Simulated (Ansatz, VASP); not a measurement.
CuAs: VASP beside Ansatz

Contents of INCAR:

```
ALGO = Normal
EDIFF = 1E-6
ENCUT = 520
GGA = CA
ISIF = 2
ISMEAR = 0
LASPH = T
LCHARG = F
LREAL = F
LWAVE = F
NBANDS = 24
NELM = 100
PREC = Accurate
SIGMA = 0.15
```

Contents of KPOINTS:

```
k-points
0
Gamma
  12 12 8
```

Contents of POSCAR:

```
CuAs
1.0
    3.6915000000      0.0000000000      0.0000000000
   -1.8457500000      3.1969327781      0.0000000000
    0.0000000000      0.0000000000      5.1171000000
Cu As
2 2
Direct
    0.0000000000      0.0000000000      0.5000000000
    0.0000000000      0.0000000000      0.0000000000
    0.6666666667      0.3333333333      0.7500000000
    0.3333333333      0.6666666667      0.2500000000
```

Input for Ansatz:

```yaml
crystal:
  lattice:
    - [3.6915, 0.0, 0.0]
    - [-1.84575, 3.1969327781, 0.0]
    - [0.0, 0.0, 5.1171]
  atoms:
    - { symbol: Cu, position: [0.0, 0.0, 0.5] }
    - { symbol: Cu, position: [0.0, 0.0, 0.0] }
    - { symbol: As, position: [0.6666666667, 0.3333333333, 0.75] }
    - { symbol: As, position: [0.3333333333, 0.6666666667, 0.25] }
basis:
  ecutwfc: 520.0
kpoints:
  mp_grid: { grid: [12, 12, 8] }
hamiltonian:
  xc: lda
scf:
  occupations: { method: gaussian, width: 0.15 }
output:
  forces: true
  stress: true
  eigenvalues: true
```

Alike in both runs: task single point; functional LDA; k mesh 12 × 12 × 8; occupations gaussian, width 0.15 eV; no spin polarisation.

|  | VASP | Ansatz |
| --- | --- | --- |
| version | VASP 6.6.1 | Ansatz 0.2.0 |
| potentials or method | VASP PAW LDA potentials, release 64 (Cu, As), cutoff 520 eV | scalar-relativistic, plane waves, PAW |
| valence electrons in the cell | 32 | 68 |

```csv
,VASP,Ansatz,Ansatz less VASP
gap on the k mesh at the Fermi level (eV),none,none,-
pressure (GPa),0.1,-0.4,-0.46
"traceless stress, the component that is largest in VASP (GPa)",-4.99,-5.04,-0.044
```

LDA's correlation is that of Perdew and Zunger in VASP and of Perdew and Wang (1992) in Ansatz. A gap of «none» marks a metal or a gap that the smearing closes. VASP's potentials hold 32 valence electrons a cell and Ansatz's 68, so a difference there can come from the potentials and not from the codes.
